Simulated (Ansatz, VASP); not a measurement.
Cu2H3: VASP beside Ansatz

```
CELL_PARAMETERS angstrom
2.96217 -0.07523 0.16381
0.13492 2.96070 0.17619
0.88363 0.81297 4.35253
ATOMIC_POSITIONS crystal
Cu 0.20431 0.14611 0.21707
Cu 0.85391 0.79548 0.78279
H 0.01583 0.35666 0.59124
H 0.64374 0.98340 0.40865
H 0.28221 0.71835 0.00025
```

Change from the starting cell: the structure that the rattled cell fell into.

Alike in both runs: functional PBE; k mesh 6 × 6 × 4; occupations gaussian, width 0.1 eV; no spin polarisation.

Ansatz relaxed the structure, and its values are those at the end. VASP's run is a single point on that final structure, the one shown.

|  | VASP | Ansatz |
| --- | --- | --- |
| version | VASP 6.6.1 | Ansatz 0.2.0 |
| potentials or method | VASP PAW PBE potentials, release 64 (Cu, H), cutoff 520 eV | scalar-relativistic, plane waves, PAW |
| valence electrons in the cell | 25 | 41 |

|  | VASP | Ansatz | Ansatz less VASP |
| --- | --- | --- | --- |
| gap on the k mesh at the Fermi level (eV) | none | none | - |
| pressure (GPa) | 0.1 | -0.1 | -0.25 |
| rms of the force components (eV/Å) | 0.006 | 0.003 | -0.0025 |

A gap of «none» marks a metal or a gap that the smearing closes. VASP's potentials hold 25 valence electrons a cell and Ansatz's 41, so a difference there can come from the potentials and not from the codes.

The k mesh is coarse, so the values compare programs but aren't converged.
